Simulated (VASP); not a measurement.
# AgCl (CsCl type) (Pm-3m) in VASP: relaxation of cell and atoms with PBEsol

Aim: the relaxation of cell and atoms of AgCl (CsCl type) with PBEsol.

Program: VASP 6.6.1. These are calculated values, not measurements. Logs are shortened: lines on timing, memory, paths and dates and some standing lists are left out, and cuts for length are marked.

## Step 1: The cell of the first run

The structure is cubic, space group Pm-3m (No. 221). Conventional cell: a = 2.878 Å, b = 2.878 Å, c = 2.878 Å, α = 90.00°, β = 90.00°, γ = 90.00°. Ag (site symmetry m-3m) has 8 Cl at 2.49 Å and 6 Ag at 2.88 Å within 3.3 Å. Within 3.3 Å of Cl (site symmetry m-3m) lie 8 Ag at 2.49 Å and 6 Cl at 2.88 Å.

## Step 2: Relaxation of cell and atoms, PBEsol

INCAR

```
PREC = Accurate
ENCUT = 600
EDIFF = 1E-6
ISMEAR = -1
SIGMA = 0.08
LREAL = False
LASPH = True
NELM = 60
ALGO = Normal
ISIF = 3
LWAVE = False
LCHARG = False
GGA = PS
IBRION = 2
NSW = 60
EDIFFG = -0.005
```

KPOINTS

```
Automatic mesh
0
Gamma
  13 13 13
```

POSCAR

```
AgCl
1.0
    2.8781838193      0.0000000000      0.0000000000
    0.0000000000      2.8781838193      0.0000000000
    0.0000000000      0.0000000000      2.8781838193
Ag Cl
1 1
Direct
    0.0000000000      0.0000000000      0.0000000000
    0.5000000000      0.5000000000      0.5000000000
```

Potentials or basis: VASP PAW PBE potentials, release 64 (Ag, Cl).

Run with:

```bash
> cat potpaw_PBE.64/Ag/POTCAR potpaw_PBE.64/Cl/POTCAR > POTCAR
> mpirun -np 1 vasp_std > vasp.out
```

OUTCAR:

```text
PREC = Accurate
   ENCUT = 600
   EDIFF = 1E-6
   ISMEAR = -1
   LREAL = False
   LASPH = True
   NELM = 60
   ISIF = 3
   GGA = PS
   IBRION = 2
   NSW = 60
   EDIFFG = -0.005

 ion  position               nearest neighbor table
   1  0.000  0.000  0.000-   2 2.49   2 2.49   2 2.49   2 2.49   2 2.49   2 2.49   2 2.49   2 2.49

   2  0.500  0.500  0.500-   1 2.49   1 2.49   1 2.49   1 2.49   1 2.49   1 2.49   1 2.49   1 2.49

  LATTYP: Found a simple cubic cell.
 ALAT       =     2.8781838193

  Lattice vectors:

 A1 = (   2.8781838193,   0.0000000000,   0.0000000000)
 A2 = (   0.0000000000,   2.8781838193,   0.0000000000)
 A3 = (   0.0000000000,   0.0000000000,   2.8781838193)

Analysis of symmetry for initial positions (statically):
=====================================================================
 Subroutine PRICEL returns:
 Original cell was already a primitive cell.

 Routine SETGRP: Setting up the symmetry group for a
 simple cubic supercell.

 Subroutine GETGRP returns: Found 48 space group operations
 (whereof 48 operations were pure point group operations)
 out of a pool of 48 trial point group operations.

The static configuration has the point symmetry O_h .

Analysis of symmetry for dynamics (positions and initial velocities):
=====================================================================
 Subroutine PRICEL returns:
 Original cell was already a primitive cell.

 Routine SETGRP: Setting up the symmetry group for a
 simple cubic supercell.

 Subroutine GETGRP returns: Found 48 space group operations
 (whereof 48 operations were pure point group operations)
 out of a pool of 48 trial point group operations.

The dynamic configuration has the point symmetry O_h .

 Subroutine INISYM returns: Found 48 space group operations
 (whereof 48 operations are pure point group operations),
 and found     1 'primitive' translations

----------------------------------------------------------------------------------------

                                     Primitive cell

  volume of cell :      23.8427

  direct lattice vectors                    reciprocal lattice vectors
     2.878183819  0.000000000  0.000000000     0.347441325  0.000000000  0.000000000
     0.000000000  2.878183819  0.000000000     0.000000000  0.347441325  0.000000000
     0.000000000  0.000000000  2.878183819     0.000000000  0.000000000  0.347441325

  length of vectors
     2.878183819  2.878183819  2.878183819     0.347441325  0.347441325  0.347441325

  position of ions in fractional coordinates (direct lattice)
     0.000000000  0.000000000  0.000000000
     0.500000000  0.500000000  0.500000000

  ion indices of the primitive-cell ions
   primitive index   ion index
                 1           1
                 2           2

----------------------------------------------------------------------------------------

 KPOINTS: Automatic mesh

Automatic generation of k-mesh.
 Grid dimensions read from file:
 generate k-points for:   13   13   13

 Generating k-lattice:

  Cartesian coordinates                     Fractional coordinates (reciprocal lattice)
     0.026726256  0.000000000  0.000000000     0.076923077  0.000000000  0.000000000
     0.000000000  0.026726256  0.000000000     0.000000000  0.076923077  0.000000000
     0.000000000  0.000000000  0.026726256     0.000000000  0.000000000  0.076923077

  Length of vectors
     0.026726256  0.026726256  0.026726256

  Shift w.r.t. Gamma in fractional coordinates (k-lattice)
     0.000000000  0.000000000  0.000000000

 Subroutine IBZKPT returns following result:
 ===========================================

 Found     84 irreducible k-points:

 Following reciprocal coordinates:
            Coordinates               Weight
  0.000000  0.000000  0.000000      1.000000
  0.076923  0.000000  0.000000      6.000000
  0.153846  0.000000  0.000000      6.000000
  0.230769  0.000000  0.000000      6.000000
  0.307692  0.000000  0.000000      6.000000
  0.384615  0.000000  0.000000      6.000000
[... 16 lines left out ...]
  0.307692  0.307692  0.000000     12.000000
  0.384615  0.307692  0.000000     24.000000
 [... further k-points ...]
   k-points           NKPTS =     84   k-points in BZ     NKDIM =     84   number of bands    NBANDS=     13
   number of dos      NEDOS =    301   number of ions     NIONS =      2
   total plane-waves  NPLWV =  13824
   dimension x,y,z NGX =    24 NGY =   24 NGZ =   24
   dimension x,y,z NGXF=    48 NGYF=   48 NGZF=   48
   ions per type =               1   1
   NGX,Y,Z   is equivalent  to a cutoff of  13.86, 13.86, 13.86 a.u.
   NGXF,Y,Z  is equivalent  to a cutoff of  27.73, 27.73, 27.73 a.u.
 SYSTEM =  unknown system
   PREC   = accura    normal or accurate (medium, high low for compatibility)
   ISTART =      0    job   : 0-new  1-cont  2-samecut
   ICHARG =      2    charge: 1-file 2-atom 10-const
   ISPIN  =      1    spin polarized calculation?
   LNONCOLLINEAR =      F non collinear calculations
   LSORBIT =      F    spin-orbit coupling
   LASPH  =      T    aspherical Exc in radial PAW
   ENCUT  =  600.0 eV  44.10 Ry    6.64 a.u.   5.75  5.75  5.75*2*pi/ulx,y,z
   NELM   =     60;   NELMIN=  2; NELMDL= -5     # of ELM steps
   EDIFF  = 0.1E-05   stopping-criterion for ELM
   LREAL  =      F    real-space projection
   EDIFFG = -.5E-02   stopping-criterion for IOM
   NSW    =     60    number of steps for IOM
   IBRION =      2    ionic relax: 0-MD 1-quasi-New 2-CG
   NFREE  =      1    steps in history (QN), initial steepest desc. (CG)
   ISIF   =      3    stress and relaxation
   ISYM   =      2    0-nonsym 1-usesym 2-fastsym
   POTIM  = 0.5000    time-step for ionic-motion
   TEBEG  =    0.0;   TEEND  =   0.0 temperature during run
   PSTRESS=    0.0 pullay stress
   NELECT =      18.0000    total number of electrons
   NUPDOWN=      -1.0000    fix difference up-down
   EMIN   =  10.00;   EMAX   =-10.00  energy-range for DOS
   EFERMI =   0.00;   METHOD = LEGACY
   ISMEAR =    -1;   SIGMA  =   0.08  broadening in eV -4-tet -1-fermi 0-gaus
   EFERMI_NEDOS =   21; number of points for ismear=-14 and -15
   IALGO  =     38    algorithm
   IMIX   =      4    mixing-type and parameters
     AMIX     =   0.40;   BMIX     =  1.00
     AMIX_MAG =   1.60;   BMIX_MAG =  1.00
  volume/ion in A,a.u.               =      11.92        80.45
  Fermi-wavevector in a.u.,A,eV,Ry     =   1.490666  2.816951 30.233321  2.222086
  Thomas-Fermi vector in A             =   2.603419
   LORBIT       =      0    0 simple, 1 ext, 2 COOP (PROOUT), +10 PAW based schemes
   GGA     = PS    functional components
   LHFCALC =     F    Hartree Fock is set to
   AEXX    =    0.0000 exact exchange contribution
   IVDW    =     0    specifies the selected vdW correction
   LEPSILON=     F    determine dielectric tensor
   LRPA    =     F    only Hartree local field effects (RPA)
 conjugate gradient relaxation of ions
 non-spin polarized calculation
  energy-cutoff  :      600.00
  volume of cell :       23.84
 maximum number of plane-waves:       812
 NGX is ok and might be reduce to    24
   NGX = 11   NGY = 11   NGZ = 11

--------------------------------------- Ionic step        1  -------------------------------------------

 number of electron      17.9999996 magnetization

 Free energy of the ion-electron system (eV)
  ---------------------------------------------------
  ext. energy  EPLUGINS =         0.00000000
  ---------------------------------------------------
  free energy    TOTEN  =        -3.47672181 eV

  energy without entropy =       -3.47672123  energy(sigma->0) =       -3.47672152

 E-fermi :  13.6679     XC(G=0): -13.6281

 val. band max:       12.7490552565   @ k =   0.4615   0.0000   0.0000
 cond. band min:      14.3355874978   @ k =   0.0000   0.0000   0.0000
 fundamental gap:      1.5865322413
 Fermi energy:        13.6679357237

 k-point     1 :       0.0000    0.0000    0.0000
  band No.  band energies     occupation
      1      -6.7853      2.00000
      2       6.0103      2.00000
      3       6.0103      2.00000
      4       8.7299      2.00000
      5       8.7299      2.00000
      6       8.7299      2.00000
      7       8.9665      2.00000
      8       8.9665      2.00000
      9       8.9665      2.00000
     10      14.3356      0.00047
     11      20.9367      0.00000
     12      20.9367      0.00000
[... 863 lines left out ...]
  FREE ENERGIE OF THE ION-ELECTRON SYSTEM (eV)
  ---------------------------------------------------
  free  energy   TOTEN  =        -5.8128013507 eV

  energy  without entropy=       -5.8124605314  energy(sigma->0) =       -5.81263094

[... ionic steps 4 to 19 ...]

--------------------------------------- Ionic step       20  -------------------------------------------

 number of electron      18.0000010 magnetization

------------------------ aborting loop because EDIFF is reached ----------------------------------------

  FORCE on cell =-STRESS in cart. coord.  units (eV):
  Direction    XX          YY          ZZ          XY          YZ          ZX
  --------------------------------------------------------------------------------------
  -------------------------------------------------------------------------------------
  Total        0.0182627      0.0182627      0.0182627      0.0000000      0.0000000      0.0000000
  in kB        0.7937570      0.7937570      0.7937570      0.0000000      0.0000000      0.0000000
  external PRESSURE =       0.7937570 kB  Pullay stress =       0.0000000 kB
[... 57 lines left out ...]
  energy  without entropy=       -5.8124907052  energy(sigma->0) =       -5.81266071

--------------------------------------- Ionic step       22  -------------------------------------------

 number of electron      18.0000010 magnetization

 Free energy of the ion-electron system (eV)
  ---------------------------------------------------
  ext. energy  EPLUGINS =         0.00000000
  ---------------------------------------------------
  free energy    TOTEN  =        -5.81288366 eV

  energy without entropy =       -5.81254675  energy(sigma->0) =       -5.81271521

 E-fermi :   5.4253     XC(G=0): -11.1158

 val. band max:        4.9864575634   @ k =   0.4615   0.0000   0.0000
 cond. band min:       5.4548008655   @ k =   0.0000   0.0000   0.0000
 fundamental gap:      0.4683433021
 Fermi energy:         5.4252509351

 k-point     1 :       0.0000    0.0000    0.0000
  band No.  band energies     occupation
      1     -10.1863      2.00000
      2       1.8158      2.00000
      3       1.8158      2.00000
      4       2.9793      2.00000
      5       2.9793      2.00000
      6       2.9793      2.00000
      7       3.1685      2.00000
      8       3.1685      2.00000
      9       3.1685      2.00000
     10       5.4548      0.81738
     11      14.1829      0.00000
     12      14.1829      0.00000
[... 398 lines left out ...]
  FREE ENERGIE OF THE ION-ELECTRON SYSTEM (eV)
  ---------------------------------------------------
  free  energy   TOTEN  =        -5.8128836642 eV

  energy  without entropy=       -5.8125467525  energy(sigma->0) =       -5.81271521

 reached required accuracy - stopping structural energy minimisation
```

Wall time 3.4 min (1 thread of Intel Xeon Platinum 8259CL at 2.50GHz (Skylake/Cascade Lake), shared host); peak memory 0.16 GiB.

What came out:

```
Free energy                           : -5.8129 eV
Relaxed volume                        : 18.45 Å³/atom
Relaxed cell                          : a = 3.329 Å, b = 3.329 Å, c = 3.329 Å, α = 90.00°, β = 90.00°, γ = 90.00°
Space group after relaxing (to 0.1 Å) : Pm-3m (No. 221)
Energy gained by relaxing             : 1168.1 meV/atom
Ionic steps                           : 22
Pressure after relaxing               : 0.0 GPa
Band gap on the k mesh                : 0.47 eV (least direct gap 2.29 eV)
```

The path:
```csv
step,energy change (eV),largest force (eV/Å),pressure (GPa),volume (Å³)
1,0.0000,0.0000,89.80,23.84
2,-1.5435,0.0000,-9.10,55.13
3,-2.3361,0.0000,-0.20,37.02
4,-2.3360,0.0000,0.29,36.72
5,-2.3360,0.0000,0.33,36.72
6,-2.3360,0.0000,0.34,36.73
7,-2.3360,0.0000,0.32,36.73
8,-2.3360,0.0000,0.32,36.73
9,-2.3360,0.0000,0.32,36.73
10,-2.3360,0.0000,0.32,36.73
11,-2.3360,0.0000,0.32,36.73
12,-2.3360,0.0000,0.32,36.73
13,-2.3360,0.0000,0.32,36.73
14,-2.3360,0.0000,0.32,36.73
15,-2.3360,0.0000,0.33,36.73
16,-2.3360,0.0000,0.30,36.73
17,-2.3360,0.0000,0.29,36.74
18,-2.3361,0.0000,0.26,36.76
19,-2.3361,0.0000,0.18,36.79
20,-2.3362,0.0000,0.08,36.86
21,-2.3361,0.0000,-0.16,37.00
22,-2.3362,0.0000,-0.02,36.91
```

Final structure:
```yaml
crystal:
  lattice:
    - [3.32949, 0.00000, 0.00000]
    - [0.00000, 3.32949, 0.00000]
    - [0.00000, 0.00000, 3.32949]
  atoms:
    - { symbol: Ag, position: [0.00000, 0.00000, 0.00000] }
    - { symbol: Cl, position: [0.50000, 0.50000, 0.50000] }
```

Levels at points of the mesh, in eV from the valence-band top:
```tsv
k point	band 7	band 8	band 9	band 10	band 11	band 12
(0.00, 0.00, 0.00)	-1.82	-1.82	-1.82	0.47	9.20	9.20
```

Caveat: the volume moved by over 15 % at a fixed basis, so the end points are rough; semilocal functionals underestimate gaps, and a narrow one can read as zero; the PAW data sets were made with another functional, which shifts forces and pressure a little; an odd mesh through Γ misses points on the zone boundary, where band edges can lie.
